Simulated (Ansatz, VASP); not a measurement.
ScB4: VASP beside Ansatz

```
Sc B
1.0
     3.36726    0.00000    0.00000
     0.00000    3.36726    0.00000
     0.00000    0.00000    4.22519
Sc B
1 4
Cartesian
  0.0000 0.0000 2.1126
  1.6836 0.0000 0.0000
  0.0000 1.6836 0.0000
  1.6836 1.6836 0.0000
  1.6836 1.6836 2.1126
```

Alike in both runs: functional PBE; k mesh 12 × 12 × 8; occupations gaussian, width 0.1 eV; no spin polarisation.

Ansatz relaxed the structure, and its values are those at the end. VASP's run is a single point on that final structure, the one shown.

|  | VASP | Ansatz |
| --- | --- | --- |
| version | VASP 6.6.1 | Ansatz 0.2.0 |
| potentials or method | VASP PAW PBE potentials, release 64 (Sc_sv, B), cutoff 520 eV | scalar-relativistic, plane waves, PAW |
| valence electrons in the cell | 23 | 23 |

|  | VASP | Ansatz | Ansatz less VASP |
| --- | --- | --- | --- |
| gap on the k mesh at the Fermi level (eV) | none | none | - |
| pressure (GPa) | 0.2 | 0.0 | -0.20 |

A gap of «none» marks a metal or a gap that the smearing closes.
